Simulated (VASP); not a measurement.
Wanted: the native input for a VASP 6.6.1 run.

```
Task                   : single point
Functional             : LDA
Potentials or basis    : VASP PAW LDA potentials, release 64 (Sn_d, O)
Cutoff                 : 520 eV
k mesh                 : 6 × 6 × 2
Occupations            : fermi-dirac, width 0.05 eV
Spin                   : no spin polarisation
Dipole correction      : no
Further INCAR settings : ALGO = Normal; EDIFF = 1e-06; NBANDS = 50
```

The structure of SnO lies in POSCAR:

```
SnO
1.0
    2.6375784181     -2.6384303342      0.0000000000
    2.6375784181      2.6384303342      0.0000000000
    0.0000000000      0.0000000000      9.8509638187
Sn O
4 4
Direct
    0.7500075842      0.2499924158      0.8684623508
    0.2499924158      0.7500075842      0.1315376492
    0.7499924158      0.2500075842      0.3684623508
    0.2500075842      0.7499924158      0.6315376492
    0.2499955679      0.2500044321      0.2500000000
    0.7500044321      0.7499955679      0.7500000000
    0.2500044321      0.2499955679      0.7500000000
    0.7499955679      0.7500044321      0.2500000000
```

One way to write it, as run:

INCAR

```
PREC     = Accurate       # precision mode
ENCUT    = 520            # plane-wave cutoff, eV
EDIFF    = 1E-6           # SCF threshold, eV
ISMEAR   = -1             # smearing method
SIGMA    = 0.05           # smearing width, eV
LREAL    = F              # projectors in reciprocal space
LASPH    = T              # aspherical terms in the spheres
NELM     = 60             # most SCF steps
ALGO     = Normal         # electronic algorithm
ISIF     = 2              # what is computed and relaxed
LWAVE    = F              # write WAVECAR
LCHARG   = F              # write CHGCAR
GGA      = CA             # functional
NBANDS   = 50             # bands
```

KPOINTS

```
regular mesh
0
Gamma
  6 6 2
```

Potentials or basis: VASP PAW LDA potentials, release 64 (Sn_d, O).

The run is started by

```console
$ cat potpaw_LDA.64/Sn_d/POTCAR potpaw_LDA.64/O/POTCAR > POTCAR
$ mpirun -np 1 vasp_std > vasp.out
```

Results of the run:

```
Pressure               : 0.4 GPa
Largest force          : 0.125 eV/Å
Band gap on the k mesh : zero (bands 40 and 41 overlap by 0.09 eV)
```

Caveat: semilocal functionals underestimate gaps, and a narrow one can read as zero; spin-orbit coupling is left out, which moves the levels of the heavy elements.

It took 2.4 min on 1 thread of Intel(R) Xeon(R) Platinum 8259CL CPU @ 2.50GHz (Skylake/Cascade Lake) (shared host), peak memory 0.27 GiB.
